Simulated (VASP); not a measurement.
Set up this calculation in VASP 6.6.1, as the native input.

* Task: single point
* Functional: PBE
* Dispersion: D3(BJ)
* Potentials or basis: VASP PAW PBE potentials, release 64 (Ga_d, Se)
* Cutoff: 520 eV
* k mesh: 12 × 12 × 12
* Occupations: gaussian, width 0.15 eV
* Spin: no spin polarisation
* Dipole correction: no
* Further INCAR settings: ALGO = Normal; EDIFF = 1e-07; NBANDS = 30

The structure of Ga3Se lies in POSCAR:

```
Ga3Se
1.0
    4.3236103161      0.0000000000      0.0000000000
    0.0000000000      4.3236103161      0.0000000000
    0.0000000000      0.0000000000      4.3236103161
Ga Se
3 1
Direct
    0.0000000000      0.5000000000      0.5000000000
    0.5000000000      0.0000000000      0.5000000000
    0.5000000000      0.5000000000      0.0000000000
    0.0000000000     -0.0462576378      0.0000000000
```

This cell differs from its parent crystal: atom 4 (Se) moved -0.200 Å along Cartesian [0 1 0].

These files were run (other wordings do the same):

INCAR

```
ALGO     = Normal         # electronic algorithm
EDIFF    = 1E-7           # SCF threshold, eV
ENCUT    = 520            # plane-wave cutoff, eV
GGA      = PE             # functional
ISIF     = 2              # what is computed and relaxed
ISMEAR   = 0              # smearing method
IVDW     = 12             # dispersion correction
LASPH    = True           # aspherical terms in the spheres
LCHARG   = False          # write CHGCAR
LREAL    = False          # projectors in reciprocal space
LWAVE    = False          # write WAVECAR
NBANDS   = 30             # bands
NELM     = 100            # most SCF steps
PREC     = Accurate       # precision mode
SIGMA    = 0.15           # smearing width, eV
```

KPOINTS

```
k-points
0
Gamma
  12 12 12
```

Potentials or basis: VASP PAW PBE potentials, release 64 (Ga_d, Se).

Launch:

```sh
$ cat potpaw_PBE.64/Ga_d/POTCAR potpaw_PBE.64/Se/POTCAR > POTCAR
$ mpirun -np 1 vasp_std > vasp.out
```

It gave:

```json
{
  "Pressure": "0.4 GPa",
  "Largest force": "0.202 eV/Å",
  "Dispersion energy per atom": "-0.316 eV"
}
```

Caveat: the cell differs from its parent crystal (atom 4 (Se) moved -0.200 Å along Cartesian [0 1 0]); pairwise dispersion overbinds metals, which lowers pressure and volume.

Run time: 120 s on 1 thread of Intel(R) Xeon(R) 6975P-C (Granite Rapids), on a shared host, peak memory 0.48 GiB.
